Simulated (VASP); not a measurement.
Wanted: the native input for a VASP 6.6.1 run.

- Task: single point
- Functional: PBEsol
- Potentials or basis: VASP PAW PBE potentials, release 64 (Cu)
- Cutoff: 520 eV
- k mesh: 24 × 24 × 12
- Occupations: gaussian, width 0.1 eV
- Spin: no spin polarisation
- Dipole correction: no
- Further INCAR settings: ALGO = Fast; EDIFF = 1e-06; NBANDS = 18

The structure of Cu lies in POSCAR:

```
Cu
1.0
    2.3693555637      0.0000000000      0.0000000000
   -1.1846777819      2.0519221088      0.0000000000
    0.0000000000      0.0000000000      4.3034916966
Cu
2
Direct
    0.3333333333      0.6666666667      0.2500000000
    0.6666666667      0.3333333333      0.7500000000
```

This isn't the form of Cu at room conditions, which is fcc.

This cell differs from its parent crystal: biaxial strain in the a-b plane: -6.0 %, then relaxed in part.

One way to write it, as run:

INCAR

```
SYSTEM = Cu
ALGO = Fast ; EDIFF = 1E-6
ENCUT = 520 ; GGA = PS
ISIF = 2 ; ISMEAR = 0
LASPH = .True. ; LCHARG = .True.
LELF = .True. ; LREAL = .False.
LVHAR = .True. ; LWAVE = .False.
NBANDS = 18 ; NELM = 80
PREC = Accurate ; SIGMA = 0.1
```

KPOINTS

```
k-points
0
Gamma
  24 24 12
  0 0 0
```

Potentials or basis: VASP PAW PBE potentials, release 64 (Cu).

The run is started by

```bash
$ cat potpaw_PBE.64/Cu/POTCAR > POTCAR
$ mpirun -np 1 vasp_std > vasp.out
```

It gave:

- Pressure: 20.4 GPa
- Band gap on the k mesh: zero (bands 11 and 12 overlap by 7.06 eV)

Caveat: the cell differs from its parent crystal (biaxial strain in the a-b plane: -6.0 %, then relaxed in part); the cell stands under pressure; the PAW data sets were made with another functional, which shifts forces and pressure a little.

Run time: 4.3 min on 1 thread of Intel Xeon 8259CL, on a shared host, peak memory 0.24 GiB.
